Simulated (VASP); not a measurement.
# B2P: single point with PBE

The system is B2P.

```xyz
6
Lattice="2.6968 -1.5444 0.0004 2.6968 1.5444 0.0004 -0.0156 0.0000 7.6291" Properties=species:S:1:pos:R:3 pbc="T T T"
B     2.6912    0.0000    0.8684
B     2.6867    0.0000    6.7615
B     4.5223    0.0000    4.0868
B     0.8556    0.0000    3.5431
P     0.9026    0.0000    1.5979
P     4.4753    0.0000    6.0320
```

* Program: VASP 6.6.1
* Task: single point
* Functional: PBE
* Potentials or basis: VASP PAW PBE potentials, release 64 (B, P)
* Cutoff: 520 eV
* k mesh: 14 × 14 × 6
* Occupations: gaussian, width 0.1 eV
* Spin: no spin polarisation

```yaml
Pressure: -0.2 GPa
Largest_force: 0.015 eV/Å
Band_gap_on_the_k_mesh: zero (bands 11 and 12 overlap by 3.90 eV)
```

Forces on the atoms (eV/Å):
```
B    0.001  0.000  0.015
B   -0.001  0.000 -0.015
B   -0.003  0.000  0.008
B    0.003  0.000 -0.008
P   -0.001  0.000 -0.002
P    0.001  0.000  0.002
```

Levels at points of the mesh, in eV from the Fermi level:
```tsv
k point	band 9	band 10	band 11	band 12	band 13	band 14
(0.00, 0.00, 0.00)	0.63	1.56	1.96	2.53	5.02	5.03
(0.50, 0.00, 0.00)	-1.99	-1.79	-1.42	-0.26	3.09	3.33
(0.50, 0.50, 0.00)	-1.97	-1.80	-1.29	0.01	3.16	3.27
(0.00, 0.00, 0.50)	0.75	0.88	1.43	2.10	5.49	5.77
(0.50, 0.00, 0.50)	-2.72	-1.92	-0.18	0.27	3.22	3.99
(0.50, 0.50, 0.50)	-2.58	-1.74	-0.13	0.48	3.35	4.19
```

It took 2.7 min on 1 thread of Intel(R) Xeon(R) Platinum 8488C (Sapphire Rapids), with other jobs on the host, peak memory 0.41 GiB.
